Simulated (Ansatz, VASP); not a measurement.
# ZnSiP2 in VASP and in Ansatz

File INCAR:

```
SYSTEM = ZnSiP2
PREC = Accurate
ENCUT = 500
EDIFF = 1E-6
ISMEAR = -1
SIGMA = 0.05
LREAL = .False.
LASPH = .True.
NELM = 120
ALGO = Normal
ISIF = 2
LWAVE = .False.
LCHARG = .False.
GGA = PS
NBANDS = 36
GGA_COMPAT = .False.
```

File KPOINTS:

```
regular mesh
0
Gamma
  5 5 5
  0 0 0
```

POSCAR

```
ZnSiP2
1.0
   -2.7901378962      2.7901378962      5.4313810240
    2.7901378962     -2.7901378962      5.4313810240
    2.7901378962      2.7901378962     -5.4313810240
Zn Si P
2 2 4
Direct
    0.0000000000      0.0000000000      0.0000000000
    0.7500000000      0.2500000000      0.5000000000
    0.5000000000      0.5000000000      0.0000000000
    0.2500000000      0.7500000000      0.5000000000
    0.3750000000      0.3923010000      0.5173010000
    0.8750000000      0.8576990000      0.4826990000
    0.6076990000      0.1250000000      0.9826990000
    0.1423010000      0.6250000000      0.0173010000
```

Input for Ansatz:

```yaml
crystal:
  lattice:
    - [-2.7901378961851333, 2.7901378961851333, 5.431381023999687]
    - [2.7901378961851333, -2.7901378961851333, 5.431381023999687]
    - [2.7901378961851333, 2.7901378961851333, -5.431381023999687]
  atoms:
    - { symbol: Zn, position: [0.0, 0.0, 0.0] }
    - { symbol: Zn, position: [0.75, 0.25, 0.5] }
    - { symbol: Si, position: [0.5, 0.5, 0.0] }
    - { symbol: Si, position: [0.25, 0.75, 0.5] }
    - { symbol: P, position: [0.375, 0.392301, 0.517301] }
    - { symbol: P, position: [0.875, 0.857699, 0.482699] }
    - { symbol: P, position: [0.607699, 0.125, 0.982699] }
    - { symbol: P, position: [0.142301, 0.625, 0.017301] }
basis:
  ecutwfc: 500.0
kpoints:
  mp_grid:
    grid: [5, 5, 5]
hamiltonian:
  xc: pbesol
  pseudopotentials:
    kind: paw
scf:
  occupations:
    method: fermi_dirac
    width: 0.05
output:
  stress: true
```

Alike in both runs: task single point; functional PBEsol; k mesh 5 × 5 × 5; occupations fermi-dirac, width 0.05 eV; no spin polarisation.

|  | VASP | Ansatz |
| --- | --- | --- |
| version | VASP 6.6.1 | Ansatz 0.2.0 |
| potentials or method | VASP PAW PBE potentials, release 64 (Zn, Si, P), cutoff 500 eV | plane waves, PAW |
| valence electrons in the cell | 52 | 52 |

```csv
,VASP,Ansatz,Ansatz less VASP
pressure (GPa),-8.6,-8.7,-0.10
"traceless stress, the component that is largest in VASP (GPa)",0.06,0.06,+0.001
```

VASP's potentials were made for PBE, not for PBEsol.
